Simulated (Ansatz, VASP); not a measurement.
One calculation of NaSe7, two programs

Contents of INCAR:

```
SYSTEM = NaSe7
  PREC = Accurate
  ENCUT = 520
  EDIFF = 1E-6
  ISMEAR = 0
  SIGMA = 0.1
  LREAL = .False.
  LASPH = .True.
  NELM = 100
  ALGO = Normal
  ISIF = 2
  LWAVE = .False.
  LCHARG = .False.
  GGA = PE
  NBANDS = 34
```

Contents of KPOINTS:

```
Automatic mesh
0
Gamma
  4 4 4
  0 0 0
```

The input POSCAR:

```
NaSe7
1.0
    0.0000000000      4.7193435400      4.7193435400
    4.7193435400      0.0000000000      4.7193435400
    4.7193435400      4.7193435400      0.0000000000
Na Se
1 7
Direct
    0.0000000000      0.0000000000      0.0000000000
    0.5000000000      0.0000000000      0.0000000000
    0.0000000000      0.5000000000      0.5000000000
    0.0000000000      0.5000000000      0.0000000000
    0.5000000000      0.0000000000      0.5000000000
    0.0000000000      0.0000000000      0.5000000000
    0.5000000000      0.5000000000      0.0000000000
    0.5000000000      0.5000000000      0.5000000000
```

Input for Ansatz:

```yaml
crystal:
  lattice:
    - [0.0, 4.71934354, 4.71934354]
    - [4.71934354, 0.0, 4.71934354]
    - [4.71934354, 4.71934354, 0.0]
  atoms:
    - { symbol: Na, position: [0.0, 0.0, 0.0] }
    - { symbol: Se, position: [0.5, 0.0, 0.0] }
    - { symbol: Se, position: [0.0, 0.5, 0.5] }
    - { symbol: Se, position: [0.0, 0.5, 0.0] }
    - { symbol: Se, position: [0.5, 0.0, 0.5] }
    - { symbol: Se, position: [0.0, 0.0, 0.5] }
    - { symbol: Se, position: [0.5, 0.5, 0.0] }
    - { symbol: Se, position: [0.5, 0.5, 0.5] }
basis:
  ecutwfc: 420
kpoints:
  mp_grid: { grid: [4, 4, 4] }
hamiltonian:
  xc: pbe
scf:
  occupations: { method: gaussian, width: 0.1 }
  lower_state_search: "off"
output:
  forces: true
  stress: true
  eigenvalues: true
```

Change from the starting cell: species swapped into the CePd7 type (Fm-3m, No. 225).

Alike in both runs: task single point; functional PBE; k mesh 4 × 4 × 4; occupations gaussian, width 0.1 eV; no spin polarisation.

```csv
,VASP,Ansatz
version,VASP 6.6.1,Ansatz 0.2.0
potentials or method,"VASP PAW PBE potentials, release 64 (Na_pv, Se), cutoff 520 eV","scalar-relativistic, plane waves, PAW"
valence electrons in the cell,49,121
```

|  | VASP | Ansatz | Ansatz less VASP |
| --- | --- | --- | --- |
| gap on the k mesh at the Fermi level (eV) | none | none | - |
| pressure (GPa) | -8.1 | -8.1 | 0.00 |

A gap of «none» marks a metal or a gap that the smearing closes. With one functional, cell and mesh, what is left measures potentials, basis and numerics. VASP's potentials hold 49 valence electrons a cell and Ansatz's 121, so a difference there can come from the potentials and not from the codes.
